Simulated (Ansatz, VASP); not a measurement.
## Two plane-wave programs on SiGe

Contents of INCAR:

```
  ALGO = Normal
  EDIFF = 1E-6
  ENCUT = 520
  ISIF = 2
  ISMEAR = 0
  LASPH = T
  LCHARG = F
  LREAL = F
  LWAVE = F
  NBANDS = 26
  NELM = 100
  PREC = Accurate
  SIGMA = 0.03
```

Contents of KPOINTS:

```
k-points
0
Gamma
  12 12 6
```

POSCAR

```
SiGe
1.0
    3.8694935620      0.0000000000      0.0000000000
   -1.9347467810      3.3510797245      0.0000000000
    0.0000000000      0.0000000000      6.3947485195
Si Ge
2 2
Direct
    0.6666666667      0.3333333333      0.8745031008
    0.3333333333      0.6666666667      0.3745031008
    0.6666666667      0.3333333333      0.5004958992
    0.3333333333      0.6666666667      0.0004958992
```

Input for Ansatz:

```yaml
crystal:
  lattice:
    - [3.869493562, 0.0, 0.0]
    - [-1.934746781, 3.3510797245, 0.0]
    - [0.0, 0.0, 6.3947485195]
  atoms:
    - { symbol: Si, position: [0.6666666667, 0.3333333333, 0.8745031008] }
    - { symbol: Si, position: [0.3333333333, 0.6666666667, 0.3745031008] }
    - { symbol: Ge, position: [0.6666666667, 0.3333333333, 0.5004958992] }
    - { symbol: Ge, position: [0.3333333333, 0.6666666667, 0.0004958992] }
basis:
  ecutwfc: 420
kpoints:
  mp_grid: { grid: [12, 12, 6] }
hamiltonian:
  xc: lda
  pseudopotentials: { kind: paw, azcp: { folder: soft_1 } }
scf:
  occupations: { method: gaussian, width: 0.03 }
output:
  forces: true
  stress: true
  eigenvalues: true
```

Alike in both runs: task single point; functional LDA; k mesh 12 × 12 × 6; occupations gaussian, width 0.03 eV; no spin polarisation.

|  | VASP | Ansatz |
| --- | --- | --- |
| version | VASP 6.6.1 | Ansatz 0.2.0 |
| potentials or method | VASP PAW LDA potentials, release 64 (Si, Ge_d), cutoff 520 eV | scalar-relativistic, plane waves, PAW |
| valence electrons in the cell | 36 | 36 |

Ansatz gave:

```
gap on the k mesh at the Fermi level (eV) : 0.32
least direct gap on the mesh (eV)         : 0.43
pressure (GPa)                            : 0.0
```

Q: What did VASP give for the same quantities?

A: gap on the k mesh at the Fermi level (eV): 0.32; least direct gap on the mesh (eV): 0.44; pressure (GPa): 0.1.

Ansatz warns that its potentials were made for another functional, while VASP's fit it. LDA's correlation is that of Perdew and Zunger in VASP and of Perdew and Wang (1992) in Ansatz.
